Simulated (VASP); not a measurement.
# Al4Co (Fd-3m) in VASP: a series of runs

Al4Co is run at these levels: PBE; tasks: single point.

Everything below comes from runs of VASP 6.6.1. Logs are shortened: lines on timing, memory, paths and dates and some standing lists are left out, and cuts for length are marked.

**1. The cell of the first run**

Symmetry: Fd-3m, No. 227, cubic system. The conventional cell has a = 9.012 Å, b = 9.012 Å, c = 9.012 Å, α = 90.00°, β = 90.00°, γ = 90.00°. Within 2.9 Å of Al (site symmetry 3m) lie 1 Co at 2.23 Å and 3 Al at 2.73 Å. Co (site symmetry -43m) has 4 Al at 2.23 Å within 2.9 Å.

**2. Single point, PBE, collinear spin, ferromagnetic start**

Contents of INCAR:

```
SYSTEM = Al4Co
ALGO = Normal
EDIFF = 1E-6
ENCUT = 520
GGA = PE
ISIF = 2
ISMEAR = 0
ISPIN = 2
LASPH = .TRUE.
LCHARG = .TRUE.
LELF = .TRUE.
LMAXMIX = 4
LORBIT = 11
LREAL = .FALSE.
LVHAR = .TRUE.
LWAVE = .FALSE.
MAGMOM = 0 0 0 0 0 0 0 0 3 3
NBANDS = 36
NELM = 150
PREC = Accurate
SIGMA = 0.2
```

Contents of KPOINTS:

```
k-points
0
G
  3 3 3
  0 0 0
```

Contents of POSCAR:

```
Al4Co
1.0
    0.0000000000      4.5058154556      4.5058154556
    4.5058154556      0.0000000000      4.5058154556
    4.5058154556      4.5058154556      0.0000000000
Al Co
8 2
Direct
    0.3570863450      0.3570863450      0.3570863450
    0.3570863450      0.3570863450      0.9287409649
    0.3570863450      0.9287409649      0.3570863450
    0.9287409649      0.3570863450      0.3570863450
    0.8929136550      0.8929136550      0.8929136550
    0.8929136550      0.8929136550      0.3212590351
    0.8929136550      0.3212590351      0.8929136550
    0.3212590351      0.8929136550      0.8929136550
    0.7500000000      0.7500000000      0.7500000000
    0.5000000000      0.5000000000      0.5000000000
```

Potentials or basis: VASP PAW PBE potentials, release 64 (Al, Co).

The run is started by

```sh
cat potpaw_PBE.64/Al/POTCAR potpaw_PBE.64/Co/POTCAR > POTCAR
mpirun -np 1 vasp_std > vasp.out
```

OUTCAR:

```text
SYSTEM = Al4Co
   EDIFF = 1E-6
   ENCUT = 520
   GGA = PE
   ISIF = 2
   ISMEAR = 0
   ISPIN = 2
   LASPH = .TRUE.
   LORBIT = 11
   LREAL = .FALSE.
   NELM = 150
   PREC = Accurate

 ion  position               nearest neighbor table
   1  0.357  0.357  0.357-  10 2.23   3 2.73   4 2.73   2 2.73   7 3.20   8 3.20   6 3.20   7 3.20
                             6 3.20   8 3.20
   2  0.357  0.357  0.929-  10 2.23   3 2.73   4 2.73   1 2.73   8 3.20   7 3.20   5 3.20   5 3.20
                             7 3.20   8 3.20
   3  0.357  0.929  0.357-  10 2.23   2 2.73   4 2.73   1 2.73   8 3.20   6 3.20   5 3.20   5 3.20
                             6 3.20   8 3.20
   4  0.929  0.357  0.357-  10 2.23   2 2.73   3 2.73   1 2.73   7 3.20   6 3.20   5 3.20   5 3.20
                             6 3.20   7 3.20
   5  0.893  0.893  0.893-   9 2.23   7 2.73   8 2.73   6 2.73   3 3.20   4 3.20   2 3.20   4 3.20
                             2 3.20   3 3.20
   6  0.893  0.893  0.321-   9 2.23   7 2.73   8 2.73   5 2.73   3 3.20   4 3.20   1 3.20   1 3.20
                             4 3.20   3 3.20
   7  0.893  0.321  0.893-   9 2.23   6 2.73   8 2.73   5 2.73   2 3.20   4 3.20   1 3.20   1 3.20
                             4 3.20   2 3.20
   8  0.321  0.893  0.893-   9 2.23   6 2.73   7 2.73   5 2.73   2 3.20   3 3.20   1 3.20   1 3.20
                             3 3.20   2 3.20
   9  0.750  0.750  0.750-   6 2.23   7 2.23   8 2.23   5 2.23
  10  0.500  0.500  0.500-   2 2.23   3 2.23   4 2.23   1 2.23

  LATTYP: Found a face centered cubic cell.
 ALAT       =     9.0116309112

  Lattice vectors:

 A1 = (   0.0000000000,   4.5058154556,   4.5058154556)
 A2 = (   4.5058154556,   0.0000000000,   4.5058154556)
 A3 = (   4.5058154556,   4.5058154556,   0.0000000000)

Analysis of symmetry for initial positions (statically):
=====================================================================
 Subroutine PRICEL returns:
 Original cell was already a primitive cell.

 Routine SETGRP: Setting up the symmetry group for a
 face centered cubic supercell.

 Subroutine GETGRP returns: Found 48 space group operations
 (whereof 24 operations were pure point group operations)
 out of a pool of 48 trial point group operations.

The static configuration has the point symmetry T_d .
 The point group associated with its full space group is O_h .

Analysis of symmetry for dynamics (positions and initial velocities):
=====================================================================
 Subroutine PRICEL returns:
 Original cell was already a primitive cell.

 Routine SETGRP: Setting up the symmetry group for a
 face centered cubic supercell.

 Subroutine GETGRP returns: Found 48 space group operations
 (whereof 24 operations were pure point group operations)
 out of a pool of 48 trial point group operations.

The dynamic configuration has the point symmetry T_d .
 The point group associated with its full space group is O_h .

Analysis of structural, dynamic, and magnetic symmetry:
=====================================================================
 Subroutine PRICEL returns:
 Original cell was already a primitive cell.

 Routine SETGRP: Setting up the symmetry group for a
 face centered cubic supercell.

 Subroutine GETGRP returns: Found 48 space group operations
 (whereof 24 operations were pure point group operations)
 out of a pool of 48 trial point group operations.

The overall configuration has the point symmetry T_d .
 The point group associated with its full space group is O_h .

 Subroutine INISYM returns: Found 48 space group operations
 (whereof 24 operations are pure point group operations),
 and found     1 'primitive' translations

----------------------------------------------------------------------------------------

                                     Primitive cell

  volume of cell :     182.9575

  direct lattice vectors                    reciprocal lattice vectors
     0.000000000  4.505815456  4.505815456    -0.110967705  0.110967705  0.110967705
     4.505815456  0.000000000  4.505815456     0.110967705 -0.110967705  0.110967705
     4.505815456  4.505815456  0.000000000     0.110967705  0.110967705 -0.110967705

  length of vectors
[... 63 lines left out ...]
   dimension x,y,z NGXF=    96 NGYF=   96 NGZF=   96
   ions per type =               8   2
   NGX,Y,Z   is equivalent  to a cutoff of  12.52, 12.52, 12.52 a.u.
   NGXF,Y,Z  is equivalent  to a cutoff of  25.05, 25.05, 25.05 a.u.
 SYSTEM =  Al4Co
   PREC   = accura    normal or accurate (medium, high low for compatibility)
   ISTART =      0    job   : 0-new  1-cont  2-samecut
   ICHARG =      2    charge: 1-file 2-atom 10-const
   ISPIN  =      2    spin polarized calculation?
   LNONCOLLINEAR =      F non collinear calculations
   LSORBIT =      F    spin-orbit coupling
   LASPH  =      T    aspherical Exc in radial PAW
   ENCUT  =  520.0 eV  38.22 Ry    6.18 a.u.  11.85 11.85 11.85*2*pi/ulx,y,z
   NELM   =    150;   NELMIN=  2; NELMDL= -5     # of ELM steps
   EDIFF  = 0.1E-05   stopping-criterion for ELM
   LREAL  =      F    real-space projection
[... 7 lines left out ...]
   TEBEG  =    0.0;   TEEND  =   0.0 temperature during run
   PSTRESS=    0.0 pullay stress
   NELECT =      42.0000    total number of electrons
   NUPDOWN=      -1.0000    fix difference up-down
   EMIN   =  10.00;   EMAX   =-10.00  energy-range for DOS
   EFERMI =   0.00;   METHOD = LEGACY
   ISMEAR =     0;   SIGMA  =   0.20  broadening in eV -4-tet -1-fermi 0-gaus
   EFERMI_NEDOS =   21; number of points for ismear=-14 and -15
   IALGO  =     38    algorithm
   IMIX   =      4    mixing-type and parameters
     AMIX     =   0.40;   BMIX     =  1.00
     AMIX_MAG =   1.60;   BMIX_MAG =  1.00
  volume/ion in A,a.u.               =      18.30       123.47
  Fermi-wavevector in a.u.,A,eV,Ry     =   1.002400  1.894262 13.671221  1.004806
  Thomas-Fermi vector in A             =   2.134885
   LORBIT       =     11    0 simple, 1 ext, 2 COOP (PROOUT), +10 PAW based schemes
   GGA     = PE    functional components
   LHFCALC =     F    Hartree Fock is set to
   AEXX    =    0.0000 exact exchange contribution
   IVDW    =     0    specifies the selected vdW correction
   LEPSILON=     F    determine dielectric tensor
   LRPA    =     F    only Hartree local field effects (RPA)
 spin polarized calculation
 Gauss-broadening in eV      SIGMA  =   0.20
  energy-cutoff  :      520.00
  volume of cell :      182.96
 maximum number of plane-waves:      4957
   NGX = 23   NGY = 23   NGZ = 23

 number of electron      42.0000016 magnetization       0.0056026

 number of electron      42.0000016 magnetization      -0.0011853

 Free energy of the ion-electron system (eV)
  ---------------------------------------------------
  ext. energy  EPLUGINS =         0.00000000
  ---------------------------------------------------
  free energy    TOTEN  =       -40.02020050 eV

  energy without entropy =      -39.86085597  energy(sigma->0) =      -39.94052823

 E-fermi :   6.3191     XC(G=0):  -9.8654

 val. band max:        6.2428196618   @ k =   0.3333   0.3333   0.0000
 cond. band min:       6.3261757754   @ k =  -0.3333   0.3333   0.0000
 fundamental gap:      0.0833561136
 Fermi energy:         6.3190888213

 spin component 1

 k-point     1 :       0.0000    0.0000    0.0000
  band No.  band energies     occupation
      1      -3.4547      1.00000
      2       0.4825      1.00000
      3       1.8239      1.00000
      4       1.8239      1.00000
      5       1.8239      1.00000
      6       1.9552      1.00000
[... 133 lines left out ...]
     32       9.9521      0.00000
     33       9.9828      0.00000
 Fermi energy:         6.3190888213

 spin component 2

 k-point     1 :       0.0000    0.0000    0.0000
  band No.  band energies     occupation
      1      -3.4546      1.00000
      2       0.4825      1.00000
      3       1.8239      1.00000
      4       1.8239      1.00000
      5       1.8239      1.00000
      6       1.9552      1.00000
[... 133 lines left out ...]
     32       9.9521      0.00000
     33       9.9828      0.00000
 [bands above 33 left out]

------------------------ aborting loop because EDIFF is reached ----------------------------------------

  FORCE on cell =-STRESS in cart. coord.  units (eV):
  Direction    XX          YY          ZZ          XY          YZ          ZX
  --------------------------------------------------------------------------------------
  -------------------------------------------------------------------------------------
  Total        0.2711710      0.2711710      0.2711710      0.0000000      0.0000000      0.0000000
  in kB        2.3746718      2.3746718      2.3746718      0.0000000      0.0000000      0.0000000
  external PRESSURE =       2.3746718 kB  Pullay stress =       0.0000000 kB

 VOLUME and BASIS-vectors are now :
 -----------------------------------------------------------------------------
  energy-cutoff  :      520.00
  volume of cell :      182.96
      direct lattice vectors                 reciprocal lattice vectors
     0.000000000  4.505815456  4.505815456    -0.110967705  0.110967705  0.110967705
     4.505815456  0.000000000  4.505815456     0.110967705 -0.110967705  0.110967705
     4.505815456  4.505815456  0.000000000     0.110967705  0.110967705 -0.110967705

 POSITION                                       TOTAL-FORCE (eV/Angst)
 -----------------------------------------------------------------------------------
      3.21793      3.21793      3.21793         0.000406      0.000406      0.000406
      5.79370      5.79370      3.21793        -0.000406     -0.000406      0.000406
      5.79370      3.21793      5.79370        -0.000406      0.000406     -0.000406
      3.21793      5.79370      5.79370         0.000406     -0.000406     -0.000406
      8.04661      8.04661      8.04661        -0.000406     -0.000406     -0.000406
      5.47084      5.47084      8.04661         0.000406      0.000406     -0.000406
      5.47084      8.04661      5.47084         0.000406     -0.000406      0.000406
      8.04661      5.47084      5.47084        -0.000406      0.000406      0.000406
      6.75872      6.75872      6.75872        -0.000000     -0.000000     -0.000000
      4.50582      4.50582      4.50582        -0.000000     -0.000000     -0.000000
 -----------------------------------------------------------------------------------
    total drift:                               -0.000000      0.000000      0.000000

  FREE ENERGIE OF THE ION-ELECTRON SYSTEM (eV)
  ---------------------------------------------------
  free  energy   TOTEN  =       -40.0202004995 eV

  energy  without entropy=      -39.8608559686  energy(sigma->0) =      -39.94052823

 total charge

# of ion       s       p       d       tot
------------------------------------------
    1        0.474   0.311   0.000   0.786
    2        0.474   0.311   0.000   0.786
    3        0.474   0.311   0.000   0.786
    4        0.474   0.311   0.000   0.786
    5        0.474   0.311   0.000   0.786
    6        0.474   0.311   0.000   0.786
    7        0.474   0.311   0.000   0.786
    8        0.474   0.311   0.000   0.786
    9        0.533   0.332   7.587   8.452
   10        0.533   0.332   7.587   8.452
--------------------------------------------------
tot          4.859   3.156  15.175  23.189

 magnetization (x)

# of ion       s       p       d       tot
------------------------------------------
    1       -0.000   0.000   0.000  -0.000
    2       -0.000   0.000   0.000  -0.000
    3       -0.000   0.000   0.000  -0.000
    4       -0.000   0.000   0.000  -0.000
    5       -0.000   0.000   0.000  -0.000
    6       -0.000   0.000   0.000  -0.000
    7       -0.000   0.000   0.000  -0.000
    8       -0.000   0.000   0.000  -0.000
    9       -0.000   0.000  -0.000  -0.000
   10       -0.000   0.000  -0.000  -0.000
--------------------------------------------------
tot         -0.000   0.000  -0.001  -0.001
```

Run time: 57 s. Hardware: 1 thread of Intel Xeon Platinum 8488C (Sapphire Rapids), shared host; peak memory 0.4 GiB.

What came out:

| Item | Value |
| --- | --- |
| Free energy | -40.0202 eV |
| Pressure | 0.2 GPa |
| Band gap on the k mesh | zero (filled and empty bands overlap) |
| Net moment | 0.00 μB per cell |
| Valence electrons inside the program's atomic spheres | Al 0.79; Co 8.45 |

Levels at points of the mesh, in eV from the Fermi level:
Spin up:
```
           k point  band 17  band 18  band 19  band 20  band 21  band 22  band 23  band 24  band 25  band 26
(0.00, 0.00, 0.00)    -1.17    -1.17    -1.04    -1.04    -0.75    -0.75    -0.75     0.19     0.19     3.32
```
Spin down:
```csv
k point,band 17,band 18,band 19,band 20,band 21,band 22,band 23,band 24,band 25,band 26
"(0.00, 0.00, 0.00)",-1.17,-1.17,-1.04,-1.04,-0.75,-0.75,-0.75,0.19,0.19,3.32
```

Caveat: the k points lie up to 0.40 Å⁻¹ apart; the starting moments collapsed, and a magnetic state may lie lower.

**3. Single point, PBE, collinear spin, ferromagnetic start**

This run uses another cell than the first one, of 18.35 Å³/atom, 1.003 times its volume.

Contents of INCAR:

```
SYSTEM = Al4Co
ALGO = Normal ; EDIFF = 1E-6
ENCUT = 520 ; GGA = PE
ISIF = 2 ; ISMEAR = 0
ISPIN = 2 ; LASPH = .TRUE.
LCHARG = .FALSE. ; LMAXMIX = 4
LORBIT = 11 ; LREAL = .FALSE.
LWAVE = .FALSE. ; MAGMOM = 0 0 0 0 0 0 0 0 3 3
NBANDS = 36 ; NELM = 150
PREC = Accurate ; SIGMA = 0.2
```

KPOINTS is that of step 2.

Contents of POSCAR:

```
Al4Co
1.0
    0.0000000000      4.5101987951      4.5101987951
    4.5101987951      0.0000000000      4.5101987951
    4.5101987951      4.5101987951      0.0000000000
Al Co
8 2
Direct
    0.3928219583      0.3928219583      0.3928219583
    0.3928219583      0.3928219583      0.8215341251
    0.3928219583      0.8215341251      0.3928219583
    0.8571780417      0.8571780417      0.4284658749
    0.8571780417      0.8571780417      0.8571780417
    0.8215341251      0.3928219583      0.3928219583
    0.8571780417      0.4284658749      0.8571780417
    0.4284658749      0.8571780417      0.8571780417
    0.0000000000      0.0000000000      0.0000000000
    0.2500000000      0.2500000000      0.2500000000
```

Potentials or basis: VASP PAW PBE potentials, release 64 (Al, Co).

The run is started by

```sh
cat potpaw_PBE.64/Al/POTCAR potpaw_PBE.64/Co/POTCAR > POTCAR
mpirun -np 1 vasp_std > vasp.out
```

Run time: 54 s. Hardware: 1 thread of Intel Xeon Platinum 8488C (Sapphire Rapids), shared host; peak memory 0.4 GiB.

The run converged. Its results:

```yaml
Free_energy: -40.0207 eV
Pressure: 0.1 GPa
Largest_force: 0.021 eV/Å
Band_gap_on_the_k_mesh: zero (filled and empty bands overlap)
Net_moment: 0.00 μB per cell
Valence_electrons_inside_the_program's_atomic_spheres: Al 0.79; Co 8.45
```

Forces in eV/Å, atoms in the order of the input:
```
Al   0.012  0.012  0.012
Al  -0.012 -0.012  0.012
Al  -0.012  0.012 -0.012
Al   0.012  0.012 -0.012
Al  -0.012 -0.012 -0.012
Al   0.012 -0.012 -0.012
Al   0.012 -0.012  0.012
Al  -0.012  0.012  0.012
Co   0.000  0.000  0.000
Co   0.000  0.000  0.000
```

Levels at points of the mesh, in eV from the Fermi level:
Spin up:
| k point | band 18 | band 19 | band 20 | band 21 | band 22 | band 23 | band 24 | band 25 |
| --- | --- | --- | --- | --- | --- | --- | --- | --- |
| (0.00, 0.00, 0.00) | -1.17 | -1.03 | -1.03 | -0.75 | -0.75 | -0.75 | 0.19 | 0.19 |
Spin down:
| k point | band 18 | band 19 | band 20 | band 21 | band 22 | band 23 | band 24 | band 25 |
| --- | --- | --- | --- | --- | --- | --- | --- | --- |
| (0.00, 0.00, 0.00) | -1.17 | -1.04 | -1.04 | -0.75 | -0.75 | -0.75 | 0.19 | 0.19 |

Caveat: the k points lie up to 0.40 Å⁻¹ apart; the starting moments collapsed, and a magnetic state may lie lower.
